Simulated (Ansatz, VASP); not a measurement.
**Two plane-wave programs on ReS**

```
Re S
1.0
     0.00000    2.62558    2.62558
     2.62558    0.00000    2.62558
     2.62558    2.62558    0.00000
Re S
1 1
Direct
  0.00000 0.00000 0.00000
  0.25000 0.25000 0.25000
```

Alike in both runs: task single point; functional PBEsol; k mesh 10 × 10 × 10; occupations gaussian, width 0.05 eV; collinear spin.

|  | VASP | Ansatz |
| --- | --- | --- |
| version | VASP 6.6.1 | Ansatz 0.2.0 |
| potentials or method | VASP PAW PBE potentials, release 64 (Re_sv_GW, S), cutoff 560 eV | scalar-relativistic, plane waves, PAW |
| valence electrons in the cell | 21 | 21 |

Ansatz gave:

* gap on the k mesh at the Fermi level (eV): none
* pressure (GPa): -7.0
* net moment per atom (μB): 0.06
* size of the moment on the site where the two differ most (μB): 0.07

Q: Estimate VASP's values.

A: gap on the k mesh at the Fermi level (eV): none; pressure (GPa): -7.4; net moment per atom (μB): 0.06; size of the moment on the site where the two differ most (μB): 0.18.

VASP's potentials were made for PBE, not for PBEsol. Site moments also hang on the region over which each program counts them. A gap of «none» marks a metal or a gap that the smearing closes. With one functional, cell and mesh, what is left measures potentials, basis and numerics.

Neither program's run includes spin-orbit coupling.
